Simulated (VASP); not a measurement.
# BP in VASP: further runs

The runs below take BP through single point, with PBEsol.

All numbers are computed with VASP 6.6.1; they aren't measurements. Logs are shortened: lines on timing, memory, paths and dates and some standing lists are left out, and cuts for length are marked.

## 1. The cell of the first run

The cell holds a slab with vacuum, 14 atoms: a = 3.196 Å, b = 4.520 Å, c = 24.589 Å, α = 90.00°, β = 90.00°, γ = 90.00°.

## 2. Single point, PBEsol

INCAR

```
SYSTEM = BP
PREC     = Accurate       ! precision mode
ENCUT    = 520            ! plane-wave cutoff, eV
EDIFF    = 1E-7           ! SCF threshold, eV
ISMEAR   = 0              ! smearing method
SIGMA    = 0.05           ! smearing width, eV
LREAL    = .False.        ! projectors in reciprocal space
LASPH    = .True.         ! aspherical terms in the spheres
NELM     = 60             ! most SCF steps
ALGO     = Normal         ! electronic algorithm
ISIF     = 2              ! what is computed and relaxed
LWAVE    = .False.        ! write WAVECAR
LCHARG   = .False.        ! write CHGCAR
LDIPOL   = .True.       
IDIPOL   = 3            
DIPOL    = 0.5 0.5 0.500
GGA      = PS             ! functional
NBANDS   = 41             ! bands
```

KPOINTS

```
regular mesh
0
Gamma
  8 6 1
  0 0 0
```

POSCAR

```
BP
1.0
    3.1962448227      0.0000000000      0.0000000000
    0.0000000000      4.5201727769      0.0000000000
    0.0000000000      0.0000000000     24.5887344680
B P
7 7
Direct
    0.5000000000      0.5000000000      0.3050177312
    0.0000000000      0.0000000000      0.3700118208
    0.5000000000      0.5000000000      0.4350059104
    0.0000000000      0.0000000000      0.5000000000
    0.5000000000      0.5000000000      0.5649940896
    0.0000000000      0.0000000000      0.6299881792
    0.5000000000      0.5000000000      0.6949822688
    0.0000000000      0.2500000000      0.3050177312
    0.5000000000      0.7500000000      0.3700118208
    0.0000000000      0.2500000000      0.4350059104
    0.5000000000      0.7500000000      0.5000000000
    0.0000000000      0.2500000000      0.5649940896
    0.5000000000      0.7500000000      0.6299881792
    0.0000000000      0.2500000000      0.6949822688
```

Potentials or basis: VASP PAW PBE potentials, release 64 (B, P).

Started as:

```sh
> cat potpaw_PBE.64/B/POTCAR potpaw_PBE.64/P/POTCAR > POTCAR
> mpirun -np 1 vasp_std > vasp.out
```

OUTCAR:

```text
SYSTEM = BP
   PREC = Accurate
   ENCUT = 520
   EDIFF = 1E-7
   ISMEAR = 0
   LREAL = .False.
   LASPH = .True.
   NELM = 60
   ISIF = 2
   GGA = PS

 ion  position               nearest neighbor table
   1  0.500  0.500  0.305-   9 1.96   8 1.96   8 1.96
   2  0.000  0.000  0.370-   8 1.96  10 1.96   9 1.96   9 1.96
   3  0.500  0.500  0.435-   9 1.96  11 1.96  10 1.96  10 1.96
   4  0.000  0.000  0.500-  10 1.96  12 1.96  11 1.96  11 1.96
   5  0.500  0.500  0.565-  11 1.96  13 1.96  12 1.96  12 1.96
   6  0.000  0.000  0.630-  12 1.96  14 1.96  13 1.96  13 1.96
   7  0.500  0.500  0.695-  13 1.96  14 1.96  14 1.96
   8  0.000  0.250  0.305-   2 1.96   1 1.96   1 1.96
   9  0.500  0.750  0.370-   1 1.96   3 1.96   2 1.96   2 1.96
  10  0.000  0.250  0.435-   2 1.96   4 1.96   3 1.96   3 1.96
  11  0.500  0.750  0.500-   3 1.96   5 1.96   4 1.96   4 1.96
  12  0.000  0.250  0.565-   4 1.96   6 1.96   5 1.96   5 1.96
  13  0.500  0.750  0.630-   5 1.96   7 1.96   6 1.96   6 1.96
  14  0.000  0.250  0.695-   6 1.96   7 1.96   7 1.96

  LATTYP: Found a simple orthorhombic cell.
 ALAT       =     3.1962448227
 B/A-ratio  =     1.4142135624
 C/A-ratio  =     7.6930072106

  Lattice vectors:

 A1 = (   3.1962448227,   0.0000000000,   0.0000000000)
 A2 = (   0.0000000000,   4.5201727769,   0.0000000000)
 A3 = (   0.0000000000,   0.0000000000,  24.5887344680)

Analysis of symmetry for initial positions (statically):
=====================================================================
 Subroutine PRICEL returns:
 Original cell was already a primitive cell.

 Routine SETGRP: Setting up the symmetry group for a
 simple orthorhombic supercell.

 Subroutine GETGRP returns: Found  4 space group operations
 (whereof  4 operations were pure point group operations)
 out of a pool of  8 trial point group operations.

The static configuration has the point symmetry C_2v.

Analysis of symmetry for dynamics (positions and initial velocities):
=====================================================================
 Subroutine PRICEL returns:
 Original cell was already a primitive cell.

 Routine SETGRP: Setting up the symmetry group for a
 simple orthorhombic supercell.

 Subroutine GETGRP returns: Found  4 space group operations
 (whereof  4 operations were pure point group operations)
 out of a pool of  8 trial point group operations.

The dynamic configuration has the point symmetry C_2v.

 Subroutine INISYM returns: Found  4 space group operations
 (whereof  4 operations are pure point group operations),
 and found     1 'primitive' translations

----------------------------------------------------------------------------------------

                                     Primitive cell

  volume of cell :     355.2477

  direct lattice vectors                    reciprocal lattice vectors
     3.196244823  0.000000000  0.000000000     0.312867147  0.000000000  0.000000000
     0.000000000  4.520172777  0.000000000     0.000000000  0.221230482  0.000000000
     0.000000000  0.000000000 24.588734468     0.000000000  0.000000000  0.040669031

  length of vectors
     3.196244823  4.520172777 24.588734468     0.312867147  0.221230482  0.040669031

  position of ions in fractional coordinates (direct lattice)
     0.500000000  0.500000000  0.305017731
     0.000000000  0.000000000  0.370011821
     0.500000000  0.500000000  0.435005910
     0.000000000  0.000000000  0.500000000
     0.500000000  0.500000000  0.564994090
     0.000000000  0.000000000  0.629988179
     0.500000000  0.500000000  0.694982269
     0.000000000  0.250000000  0.305017731
     0.500000000  0.750000000  0.370011821
     0.000000000  0.250000000  0.435005910
     0.500000000  0.750000000  0.500000000
     0.000000000  0.250000000  0.564994090
     0.500000000  0.750000000  0.629988179
     0.000000000  0.250000000  0.694982269

  ion indices of the primitive-cell ions
   primitive index   ion index
                 1           1
                 2           2
                 3           3
[... 25 lines left out ...]
     0.000000000  0.000000000  0.040669031     0.000000000  0.000000000  1.000000000

  Length of vectors
     0.039108393  0.036871747  0.040669031

  Shift w.r.t. Gamma in fractional coordinates (k-lattice)
     0.000000000  0.000000000  0.000000000

 Subroutine IBZKPT returns following result:
 ===========================================

 Found     20 irreducible k-points:

 Following reciprocal coordinates:
            Coordinates               Weight
  0.000000  0.000000  0.000000      1.000000
  0.125000  0.000000  0.000000      2.000000
  0.250000  0.000000  0.000000      2.000000
  0.375000  0.000000  0.000000      2.000000
  0.500000  0.000000  0.000000      1.000000
  0.000000  0.166667  0.000000      2.000000
[... 12 lines left out ...]
  0.375000  0.500000  0.000000      2.000000
  0.500000  0.500000  0.000000      1.000000
   k-points           NKPTS =     20   k-points in BZ     NKDIM =     20   number of bands    NBANDS=     41
   number of dos      NEDOS =    301   number of ions     NIONS =     14
   total plane-waves  NPLWV = 165888
   dimension x,y,z NGX =    24 NGY =   36 NGZ =  192
   dimension x,y,z NGXF=    48 NGYF=   72 NGZF=  384
   ions per type =               7   7
   NGX,Y,Z   is equivalent  to a cutoff of  12.48, 13.24, 12.98 a.u.
   NGXF,Y,Z  is equivalent  to a cutoff of  24.97, 26.48, 25.96 a.u.
 SYSTEM =  BP
   PREC   = accura    normal or accurate (medium, high low for compatibility)
   ISTART =      0    job   : 0-new  1-cont  2-samecut
   ICHARG =      2    charge: 1-file 2-atom 10-const
   ISPIN  =      1    spin polarized calculation?
   LNONCOLLINEAR =      F non collinear calculations
   LSORBIT =      F    spin-orbit coupling
   LASPH  =      T    aspherical Exc in radial PAW
   ENCUT  =  520.0 eV  38.22 Ry    6.18 a.u.   5.94  8.40 45.72*2*pi/ulx,y,z
   NELM   =     60;   NELMIN=  2; NELMDL= -5     # of ELM steps
   EDIFF  = 0.1E-06   stopping-criterion for ELM
   LREAL  =      F    real-space projection
   EDIFFG = 0.1E-05   stopping-criterion for IOM
   NSW    =      0    number of steps for IOM
   IBRION =     -1    ionic relax: 0-MD 1-quasi-New 2-CG
   NFREE  =      0    steps in history (QN), initial steepest desc. (CG)
   ISIF   =      2    stress and relaxation
   ISYM   =      2    0-nonsym 1-usesym 2-fastsym
   POTIM  = 0.5000    time-step for ionic-motion
   TEBEG  =    0.0;   TEEND  =   0.0 temperature during run
   PSTRESS=    0.0 pullay stress
   NELECT =      56.0000    total number of electrons
   NUPDOWN=      -1.0000    fix difference up-down
   EMIN   =  10.00;   EMAX   =-10.00  energy-range for DOS
   EFERMI =   0.00;   METHOD = LEGACY
   ISMEAR =     0;   SIGMA  =   0.05  broadening in eV -4-tet -1-fermi 0-gaus
   EFERMI_NEDOS =   21; number of points for ismear=-14 and -15
   IALGO  =     38    algorithm
   IMIX   =      4    mixing-type and parameters
     AMIX     =   0.40;   BMIX     =  1.00
     AMIX_MAG =   1.60;   BMIX_MAG =  1.00
  volume/ion in A,a.u.               =      25.37       171.24
  Fermi-wavevector in a.u.,A,eV,Ry     =   0.884356  1.671190 10.640918  0.782085
  Thomas-Fermi vector in A             =   2.005245
   LORBIT       =      0    0 simple, 1 ext, 2 COOP (PROOUT), +10 PAW based schemes
   GGA     = PS    functional components
   LHFCALC =     F    Hartree Fock is set to
   AEXX    =    0.0000 exact exchange contribution
   IVDW    =     0    specifies the selected vdW correction
   LEPSILON=     F    determine dielectric tensor
   LRPA    =     F    only Hartree local field effects (RPA)
 non-spin polarized calculation
 Gauss-broadening in eV      SIGMA  =   0.05
  energy-cutoff  :      520.00
  volume of cell :      355.25
 maximum number of plane-waves:      9648
 NGX is ok and might be reduce to    24
   NGX = 11   NGY = 17   NGZ = 91

 dipolmoment           0.000000      0.000000      0.000000 electrons x Angstroem

 number of electron      55.9999996 magnetization

 dipolmoment           0.000000      0.000000     -0.000000 electrons x Angstroem

 Free energy of the ion-electron system (eV)
  ---------------------------------------------------
  ext. energy  EPLUGINS =         0.00000000
  ---------------------------------------------------
  free energy    TOTEN  =       -90.28436372 eV

  energy without entropy =      -90.28387690  energy(sigma->0) =      -90.28412031

 E-fermi :   0.5695     XC(G=0):  -5.7991

 val. band max:        0.5200725468   @ k =   0.5000   0.0000   0.0000
 cond. band min:       0.6205141228   @ k =   0.0000   0.0000   0.0000
 fundamental gap:      0.1004415759
 Fermi energy:         0.5695162052

 k-point     1 :       0.0000    0.0000    0.0000
  band No.  band energies     occupation
      1     -14.9120      2.00000
      2     -14.1545      2.00000
      3     -13.1012      2.00000
      4     -11.7991      2.00000
      5     -10.5824      2.00000
      6     -10.0292      2.00000
[... 849 lines left out ...]
     39       5.8514      0.00000
     40       6.0215      0.00000
 [bands above 40 left out]

------------------------ aborting loop because EDIFF is reached ----------------------------------------

 vacuum level on the upper side and lower side of the slab       (xc-potential included)        -0.081        -0.081

  FORCE on cell =-STRESS in cart. coord.  units (eV):
  Direction    XX          YY          ZZ          XY          YZ          ZX
  --------------------------------------------------------------------------------------
  -------------------------------------------------------------------------------------
  Total       -3.5206557     -3.0900963     -2.6269827      0.0000000      0.0000000      0.0000000
  in kB      -15.8782591    -13.9364238    -11.8477680      0.0000000      0.0000000      0.0000000
  external PRESSURE =     -13.8874836 kB  Pullay stress =       0.0000000 kB

 VOLUME and BASIS-vectors are now :
 -----------------------------------------------------------------------------
  energy-cutoff  :      520.00
  volume of cell :      355.25
      direct lattice vectors                 reciprocal lattice vectors
     3.196244823  0.000000000  0.000000000     0.312867147  0.000000000  0.000000000
     0.000000000  4.520172777  0.000000000     0.000000000  0.221230482  0.000000000
     0.000000000  0.000000000 24.588734468     0.000000000  0.000000000  0.040669031

 POSITION                                       TOTAL-FORCE (eV/Angst)
 -----------------------------------------------------------------------------------
      1.59812      2.26009      7.50000        -0.000000     -1.712629      2.307438
      0.00000      0.00000      9.09812         0.000000     -0.033140      0.473364
      1.59812      2.26009     10.69624        -0.000000     -0.332122      0.069218
      0.00000      0.00000     12.29437        -0.000000      0.057895      0.000000
      1.59812      2.26009     13.89249        -0.000000     -0.332122     -0.069218
      0.00000      0.00000     15.49061         0.000000     -0.033140     -0.473364
      1.59812      2.26009     17.08873        -0.000000     -1.712629     -2.307438
      0.00000      1.13004      7.50000        -0.000000      1.116761     -1.495906
      1.59812      3.39013      9.09812        -0.000000      0.798353     -1.262598
      0.00000      1.13004     10.69624        -0.000000      0.008848     -0.125515
      1.59812      3.39013     12.29437        -0.000000      0.249962      0.000000
      0.00000      1.13004     13.89249        -0.000000      0.008848      0.125515
      1.59812      3.39013     15.49061        -0.000000      0.798353      1.262598
      0.00000      1.13004     17.08873        -0.000000      1.116761      1.495906
 -----------------------------------------------------------------------------------
    total drift:                               -0.000000     -0.000135     -0.000000

  FREE ENERGIE OF THE ION-ELECTRON SYSTEM (eV)
  ---------------------------------------------------
  free  energy   TOTEN  =       -90.2843637168 eV

  energy  without entropy=      -90.2838768981  energy(sigma->0) =      -90.28412031

 vacuum level on the upper side and lower side of the slab         5.781         5.781
```

It took 9.8 min on 1 thread of Intel Xeon 6975P-C, shared host; peak memory 0.54 GiB.

What came out:

```yaml
Free_energy: -90.2844 eV
Largest_force: 2.874 eV/Å
Band_gap_on_the_k_mesh: zero (band 28 reaches 0.62 eV, above the bottom of band 29 at 0.52 eV)
```

Forces in eV/Å, atoms in the order of the input:
```
B    0.000 -1.713  2.307
B    0.000 -0.033  0.473
B    0.000 -0.332  0.069
B    0.000  0.058  0.000
B    0.000 -0.332 -0.069
B    0.000 -0.033 -0.473
B    0.000 -1.713 -2.307
P    0.000  1.117 -1.496
P    0.000  0.798 -1.263
P    0.000  0.009 -0.126
P    0.000  0.250  0.000
P    0.000  0.009  0.126
P    0.000  0.798  1.263
P    0.000  1.117  1.496
```

Levels at points of the mesh, in eV from the Fermi level:
| k point | band 26 | band 27 | band 28 | band 29 | band 30 | band 31 |
| --- | --- | --- | --- | --- | --- | --- |
| (0.00, 0.00, 0.00) | -0.35 | -0.15 | 0.05 | 1.03 | 1.46 | 1.62 |
| (0.50, 0.00, 0.00) | -2.93 | -0.92 | -0.57 | -0.05 | 0.23 | 1.57 |
| (0.00, 0.50, 0.00) | -1.55 | -0.57 | -0.31 | 0.17 | 0.30 | 2.36 |
| (0.50, 0.50, 0.00) | -2.28 | -0.55 | -0.17 | 0.24 | 0.51 | 4.00 |

Caveat: the PAW data sets were made with another functional, which shifts forces and pressure a little.

(Continued in part 2 of 2.)
